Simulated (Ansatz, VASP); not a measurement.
## Cd3Fe in VASP and in Ansatz

Contents of INCAR:

```
PREC = Accurate ; ENCUT = 520
EDIFF = 1E-6 ; ISMEAR = 0
SIGMA = 0.1 ; LREAL = False
LASPH = True ; NELM = 150
ALGO = Normal ; ISIF = 2
LWAVE = False ; LCHARG = False
ISPIN = 2 ; MAGMOM = 0 0 0 4.5
LORBIT = 11 ; LMAXMIX = 4
GGA = PE ; NBANDS = 34
```

KPOINTS

```
Automatic mesh
0
Gamma
  12 12 12
```

File POSCAR:

```
Cd3Fe
1.0
    0.0000000000      3.3620524758      3.3620524758
    3.3620524758      0.0000000000      3.3620524758
    3.3620524758      3.3620524758      0.0000000000
Cd Fe
3 1
Direct
    0.2500000000      0.2500000000      0.2500000000
    0.7500000000      0.7500000000      0.7500000000
    0.5000000000      0.5000000000      0.5000000000
    0.0000000000      0.0000000000      0.0000000000
```

Input for Ansatz:

```yaml
crystal:
  lattice:
    - [0.0, 3.3620524758, 3.3620524758]
    - [3.3620524758, 0.0, 3.3620524758]
    - [3.3620524758, 3.3620524758, 0.0]
  atoms:
    - { symbol: Cd, position: [0.25, 0.25, 0.25] }
    - { symbol: Cd, position: [0.75, 0.75, 0.75] }
    - { symbol: Cd, position: [0.5, 0.5, 0.5] }
    - { symbol: Fe, position: [0.0, 0.0, 0.0], spin: 4.5 }
basis:
  ecutwfc: 420
kpoints:
  mp_grid: { grid: [12, 12, 12] }
hamiltonian:
  xc: pbe
scf:
  occupations: { method: gaussian, width: 0.1 }
  lower_state_search: "off"
output:
  forces: true
  stress: true
  eigenvalues: true
  populations: true
magnetization:
  spin_polarized: true
```

Alike in both runs: task single point; functional PBE; k mesh 12 × 12 × 12; occupations gaussian, width 0.1 eV; collinear spin.

```csv
,VASP,Ansatz
version,VASP 6.6.1,Ansatz 0.2.0
potentials or method,"VASP PAW PBE potentials, release 64 (Cd, Fe), cutoff 520 eV","scalar-relativistic, plane waves, PAW"
valence electrons in the cell,44,76
```

|  | VASP | Ansatz | Ansatz less VASP |
| --- | --- | --- | --- |
| gap on the k mesh at the Fermi level (eV) | none | none | - |
| pressure (GPa) | 0.4 | 0.0 | -0.39 |
| net moment per atom (μB) | 0.64 | 0.65 | +0.002 |
| size of the moment on the site where the two differ most (μB) | 2.65 | 2.70 | +0.047 |

Site moments also hang on the region over which each program counts them. A gap of «none» marks a metal or a gap that the smearing closes. The functional is the same, so the differences come from potentials, cutoffs and numerics. VASP's potentials hold 44 valence electrons a cell and Ansatz's 76, so a difference there can come from the potentials and not from the codes.
